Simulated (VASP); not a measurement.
# ZnSe (P4/nmm) in VASP: single point with PBE+D3(BJ)

Aim: the single point of ZnSe with PBE+D3(BJ).

Everything below comes from runs of VASP 6.6.1. Logs are shortened: lines on timing, memory, paths and dates and some standing lists are left out, and cuts for length are marked.

### Step 1. The cell of the first run

The structure is tetragonal, space group P4/nmm (No. 129). Conventional cell: a = 4.108 Å, b = 4.108 Å, c = 6.070 Å, α = 90.00°, β = 90.00°, γ = 90.00°. Zn (site symmetry -4m2) has 4 Se at 2.54 Å and 4 Zn at 2.90 Å within 3.4 Å. Se (site symmetry 4mm) has 4 Zn at 2.54 Å within 3.4 Å.

### Step 2. Single point, PBE+D3(BJ)

INCAR reads:

```
  PREC = Accurate
  ENCUT = 520
  EDIFF = 1E-6
  ISMEAR = 0
  SIGMA = 0.1
  LREAL = F
  LASPH = T
  NELM = 100
  ALGO = Normal
  ISIF = 2
  LWAVE = F
  LCHARG = F
  GGA = PE
  IVDW = 12
  NBANDS = 26
```

KPOINTS reads:

```
regular mesh
0
Gamma
  4 4 4
```

POSCAR reads:

```
ZnSe
1.0
    4.1077020000      0.0000000000      0.0000000000
    0.0000000000      4.1077020000      0.0000000000
    0.0000000000      0.0000000000      6.0703500000
Zn Se
2 2
Direct
    0.0000000000      0.0000000000      0.0000000000
    0.5000000000      0.5000000000      0.0000000000
    0.0000000000      0.5000000000      0.2462800000
    0.5000000000      0.0000000000      0.7537200000
```

Potentials or basis: VASP PAW PBE potentials, release 64 (Zn, Se).

Run with:

```sh
$ cat potpaw_PBE.64/Zn/POTCAR potpaw_PBE.64/Se/POTCAR > POTCAR
$ mpirun -np 1 vasp_std > vasp.out
```

OUTCAR:

```text
PREC = Accurate
   ENCUT = 520
   EDIFF = 1E-6
   ISMEAR = 0
   LREAL = F
   LASPH = T
   NELM = 100
   ISIF = 2
   GGA = PE
   IVDW = 12
 IVDW          = 12

 ion  position               nearest neighbor table
   1  0.000  0.000  0.000-   3 2.54   4 2.54   3 2.54   4 2.54   2 2.90   2 2.90   2 2.90   2 2.90

   2  0.500  0.500  0.000-   3 2.54   4 2.54   4 2.54   3 2.54   1 2.90   1 2.90   1 2.90   1 2.90

   3  0.000  0.500  0.246-   1 2.54   2 2.54   1 2.54   2 2.54
   4  0.500  0.000  0.754-   1 2.54   2 2.54   2 2.54   1 2.54

  LATTYP: Found a simple tetragonal cell.
 ALAT       =     4.1077020000
 C/A-ratio  =     1.4777970749

  Lattice vectors:

 A1 = (   4.1077020000,   0.0000000000,   0.0000000000)
 A2 = (   0.0000000000,   4.1077020000,   0.0000000000)
 A3 = (   0.0000000000,   0.0000000000,   6.0703500000)

Analysis of symmetry for initial positions (statically):
=====================================================================
 Subroutine PRICEL returns:
 Original cell was already a primitive cell.

 Routine SETGRP: Setting up the symmetry group for a
 simple tetragonal supercell.

 Subroutine GETGRP returns: Found 16 space group operations
 (whereof  8 operations were pure point group operations)
 out of a pool of 16 trial point group operations.

The static configuration has the point symmetry D_2d.
 The point group associated with its full space group is D_4h.

Analysis of symmetry for dynamics (positions and initial velocities):
=====================================================================
 Subroutine PRICEL returns:
 Original cell was already a primitive cell.

 Routine SETGRP: Setting up the symmetry group for a
 simple tetragonal supercell.

 Subroutine GETGRP returns: Found 16 space group operations
 (whereof  8 operations were pure point group operations)
 out of a pool of 16 trial point group operations.

The dynamic configuration has the point symmetry D_2d.
 The point group associated with its full space group is D_4h.

 Subroutine INISYM returns: Found 16 space group operations
 (whereof  8 operations are pure point group operations),
 and found     1 'primitive' translations

----------------------------------------------------------------------------------------

                                     Primitive cell

  volume of cell :     102.4263

  direct lattice vectors                    reciprocal lattice vectors
     4.107702000  0.000000000  0.000000000     0.243445118  0.000000000  0.000000000
     0.000000000  4.107702000  0.000000000     0.000000000  0.243445118  0.000000000
     0.000000000  0.000000000  6.070350000     0.000000000  0.000000000  0.164735147

  length of vectors
     4.107702000  4.107702000  6.070350000     0.243445118  0.243445118  0.164735147

  position of ions in fractional coordinates (direct lattice)
     0.000000000  0.000000000  0.000000000
     0.500000000  0.500000000  0.000000000
     0.000000000  0.500000000  0.246280000
     0.500000000  0.000000000  0.753720000

  ion indices of the primitive-cell ions
   primitive index   ion index
                 1           1
                 2           2
                 3           3
                 4           4

----------------------------------------------------------------------------------------

 KPOINTS: regular mesh

Automatic generation of k-mesh.
 Grid dimensions read from file:
 generate k-points for:    4    4    4

 Generating k-lattice:

  Cartesian coordinates                     Fractional coordinates (reciprocal lattice)
     0.060861280  0.000000000  0.000000000     0.250000000  0.000000000  0.000000000
     0.000000000  0.060861280  0.000000000     0.000000000  0.250000000  0.000000000
     0.000000000  0.000000000  0.041183787     0.000000000  0.000000000  0.250000000

  Length of vectors
     0.060861280  0.060861280  0.041183787

  Shift w.r.t. Gamma in fractional coordinates (k-lattice)
     0.000000000  0.000000000  0.000000000

 Subroutine IBZKPT returns following result:
 ===========================================

 Found     18 irreducible k-points:

 Following reciprocal coordinates:
            Coordinates               Weight
  0.000000  0.000000  0.000000      1.000000
  0.250000  0.000000  0.000000      4.000000
  0.500000  0.000000  0.000000      2.000000
  0.250000  0.250000  0.000000      4.000000
  0.500000  0.250000  0.000000      4.000000
  0.500000  0.500000  0.000000      1.000000
[... 10 lines left out ...]
  0.500000  0.250000  0.500000      4.000000
  0.500000  0.500000  0.500000      1.000000
   k-points           NKPTS =     18   k-points in BZ     NKDIM =     18   number of bands    NBANDS=     26
   number of dos      NEDOS =    301   number of ions     NIONS =      4
   total plane-waves  NPLWV =  49152
   dimension x,y,z NGX =    32 NGY =   32 NGZ =   48
   dimension x,y,z NGXF=    64 NGYF=   64 NGZF=   96
   ions per type =               2   2
   NGX,Y,Z   is equivalent  to a cutoff of  12.95, 12.95, 13.15 a.u.
   NGXF,Y,Z  is equivalent  to a cutoff of  25.90, 25.90, 26.29 a.u.
 SYSTEM =  unknown system
   PREC   = accura    normal or accurate (medium, high low for compatibility)
   ISTART =      0    job   : 0-new  1-cont  2-samecut
   ICHARG =      2    charge: 1-file 2-atom 10-const
   ISPIN  =      1    spin polarized calculation?
   LNONCOLLINEAR =      F non collinear calculations
   LSORBIT =      F    spin-orbit coupling
   LASPH  =      T    aspherical Exc in radial PAW
   ENCUT  =  520.0 eV  38.22 Ry    6.18 a.u.   7.64  7.64 11.29*2*pi/ulx,y,z
   NELM   =    100;   NELMIN=  2; NELMDL= -5     # of ELM steps
   EDIFF  = 0.1E-05   stopping-criterion for ELM
   LREAL  =      F    real-space projection
   EDIFFG = 0.1E-04   stopping-criterion for IOM
   NSW    =      0    number of steps for IOM
   IBRION =     -1    ionic relax: 0-MD 1-quasi-New 2-CG
   NFREE  =      0    steps in history (QN), initial steepest desc. (CG)
   ISIF   =      2    stress and relaxation
   ISYM   =      2    0-nonsym 1-usesym 2-fastsym
   POTIM  = 0.5000    time-step for ionic-motion
   TEBEG  =    0.0;   TEEND  =   0.0 temperature during run
   PSTRESS=    0.0 pullay stress
   NELECT =      36.0000    total number of electrons
   NUPDOWN=      -1.0000    fix difference up-down
   EMIN   =  10.00;   EMAX   =-10.00  energy-range for DOS
   EFERMI =   0.00;   METHOD = LEGACY
   ISMEAR =     0;   SIGMA  =   0.10  broadening in eV -4-tet -1-fermi 0-gaus
   EFERMI_NEDOS =   21; number of points for ismear=-14 and -15
   IALGO  =     38    algorithm
   IMIX   =      4    mixing-type and parameters
     AMIX     =   0.40;   BMIX     =  1.00
     AMIX_MAG =   1.60;   BMIX_MAG =  1.00
  volume/ion in A,a.u.               =      25.61       172.80
  Fermi-wavevector in a.u.,A,eV,Ry     =   1.155328  2.183253 18.160809  1.334782
  Thomas-Fermi vector in A             =   2.291957
   LORBIT       =      0    0 simple, 1 ext, 2 COOP (PROOUT), +10 PAW based schemes
   GGA     = PE    functional components
   LHFCALC =     F    Hartree Fock is set to
   AEXX    =    0.0000 exact exchange contribution
   IVDW    =    12    specifies the selected vdW correction
   LEPSILON=     F    determine dielectric tensor
   LRPA    =     F    only Hartree local field effects (RPA)
 non-spin polarized calculation
 Gauss-broadening in eV      SIGMA  =   0.10
  energy-cutoff  :      520.00
  volume of cell :      102.43
 maximum number of plane-waves:      2783
 NGX is ok and might be reduce to    32
   NGX = 15   NGY = 15   NGZ = 23

 number of electron      35.9999984 magnetization

 Free energy of the ion-electron system (eV)
  ---------------------------------------------------
  ext. energy  EPLUGINS =         0.00000000
  ---------------------------------------------------
  free energy    TOTEN  =       -11.38294342 eV

  energy without entropy =      -11.38294342  energy(sigma->0) =      -11.38294342

 E-fermi :   1.0787     XC(G=0):  -8.6561

 val. band max:        0.6450806316   @ k =   0.0000   0.0000   0.0000
 cond. band min:       2.5789682305   @ k =   0.0000   0.0000   0.0000
 fundamental gap:      1.9338875989
 Fermi energy:         1.0786999524

 k-point     1 :       0.0000    0.0000    0.0000
  band No.  band energies     occupation
      1     -12.2304      2.00000
      2     -11.3102      2.00000
      3      -6.0670      2.00000
      4      -6.0608      2.00000
      5      -5.9837      2.00000
      6      -5.9837      2.00000
[... 18 lines left out ...]
     25      10.5843      0.00000
     26      11.1710      0.00000

 k-point     2 :       0.2500    0.0000    0.0000
  band No.  band energies     occupation
      1     -11.9954      2.00000
      2     -11.3198      2.00000
      3      -6.0197      2.00000
      4      -5.9531      2.00000
      5      -5.9046      2.00000
      6      -5.8852      2.00000
[... 18 lines left out ...]
     25       8.5761      0.00000
     26       8.7011      0.00000

 k-point     3 :       0.5000    0.0000    0.0000
  band No.  band energies     occupation
      1     -11.5383      2.00000
      2     -11.5383      2.00000
      3      -5.8473      2.00000
      4      -5.8473      2.00000
      5      -5.7536      2.00000
      6      -5.7536      2.00000
[... 18 lines left out ...]
     25       8.0747      0.00000
     26       8.0747      0.00000

 k-point     4 :       0.2500    0.2500    0.0000
  band No.  band energies     occupation
      1     -11.7883      2.00000
      2     -11.2921      2.00000
      3      -6.1261      2.00000
      4      -5.8711      2.00000
      5      -5.8511      2.00000
      6      -5.7916      2.00000
[... 18 lines left out ...]
     25       8.3025      0.00000
     26       9.5501      0.00000

 k-point     5 :       0.5000    0.2500    0.0000
  band No.  band energies     occupation
      1     -11.4149      2.00000
      2     -11.4149      2.00000
      3      -6.0092      2.00000
      4      -6.0092      2.00000
      5      -5.7463      2.00000
      6      -5.7463      2.00000
[... 18 lines left out ...]
     25      10.6057      0.00000
     26      10.6058      0.00000

 k-point     6 :       0.5000    0.5000    0.0000
  band No.  band energies     occupation
      1     -11.2822      2.00000
      2     -11.2822      2.00000
      3      -6.1294      2.00000
      4      -6.1294      2.00000
      5      -5.7033      2.00000
      6      -5.7033      2.00000
[... 253 lines left out ...]
 k-point    15 :       0.5000    0.0000    0.5000
  band No.  band energies     occupation
      1     -11.5302      2.00000
      2     -11.5302      2.00000
      3      -5.8479      2.00000
      4      -5.8479      2.00000
      5      -5.7400      2.00000
      6      -5.7400      2.00000
[... 18 lines left out ...]
     25       9.5613      0.00000
     26       9.5613      0.00000

 k-point    16 :       0.2500    0.2500    0.5000
  band No.  band energies     occupation
      1     -11.7115      2.00000
      2     -11.3719      2.00000
      3      -6.1316      2.00000
      4      -5.8591      2.00000
      5      -5.8416      2.00000
      6      -5.7972      2.00000
[... 18 lines left out ...]
     25       8.2179      0.00000
     26       9.2609      0.00000

 k-point    17 :       0.5000    0.2500    0.5000
  band No.  band energies     occupation
      1     -11.4094      2.00000
      2     -11.4094      2.00000
      3      -6.0059      2.00000
      4      -6.0059      2.00000
      5      -5.7477      2.00000
      6      -5.7477      2.00000
[... 18 lines left out ...]
     25       8.9874      0.00000
     26       8.9874      0.00000

 k-point    18 :       0.5000    0.5000    0.5000
  band No.  band energies     occupation
      1     -11.2800      2.00000
      2     -11.2800      2.00000
      3      -6.1200      2.00000
      4      -6.1200      2.00000
      5      -5.7058      2.00000
      6      -5.7058      2.00000
[... 18 lines left out ...]
     25       8.8276      0.00000
     26       8.8276      0.00000

------------------------ aborting loop because EDIFF is reached ----------------------------------------

 Edisp (eV)   -1.12041

 E8    (eV) :    -0.4636

  FORCE on cell =-STRESS in cart. coord.  units (eV):
  Direction    XX          YY          ZZ          XY          YZ          ZX
  --------------------------------------------------------------------------------------
  -------------------------------------------------------------------------------------
  Total      -1.10579    -1.10579    -1.15645     0.00000     0.00000     0.00000
  in kB     -17.29711   -17.29711   -18.08949     0.00000     0.00000     0.00000
  external pressure =      -17.56 kB  Pullay stress =        0.00 kB

 VOLUME and BASIS-vectors are now :
 -----------------------------------------------------------------------------
  energy-cutoff  :      520.00
  volume of cell :      102.43
      direct lattice vectors                 reciprocal lattice vectors
     4.107702000  0.000000000  0.000000000     0.243445118  0.000000000  0.000000000
     0.000000000  4.107702000  0.000000000     0.000000000  0.243445118  0.000000000
     0.000000000  0.000000000  6.070350000     0.000000000  0.000000000  0.164735147

 POSITION                                       TOTAL-FORCE (eV/Angst)
 -----------------------------------------------------------------------------------
      0.00000      0.00000      0.00000         0.000000      0.000000      0.000000
      2.05385      2.05385      0.00000        -0.000000     -0.000000      0.000000
      0.00000      2.05385      1.49501         0.000000      0.000000     -0.048057
      2.05385      0.00000      4.57534         0.000000     -0.000000      0.048057
 -----------------------------------------------------------------------------------
    total drift:                                0.000000     -0.000000     -0.000000

  FREE ENERGIE OF THE ION-ELECTRON SYSTEM (eV)
  ---------------------------------------------------
  free  energy   TOTEN  =       -12.5033502822 eV

  energy  without entropy=      -12.5033502822  energy(sigma->0) =      -12.50335028
```

Wall time 33 s (1 thread of AMD EPYC 7R13 (Zen 3), shared host); peak memory 0.2 GiB.

Results:

```yaml
Free_energy: -12.5034 eV
Pressure: -1.8 GPa
Largest_force: 0.048 eV/Å
Band_gap_on_the_k_mesh: 1.93 eV, direct
Dispersion_energy_per_atom: -0.280 eV
```

Forces on the atoms (eV/Å):
```
Zn   0.000  0.000  0.000
Zn   0.000  0.000  0.000
Se   0.000  0.000 -0.048
Se   0.000  0.000  0.048
```

A k mesh can miss the band edges. PBE gaps usually lie below the measured ones, often by a third to a half.
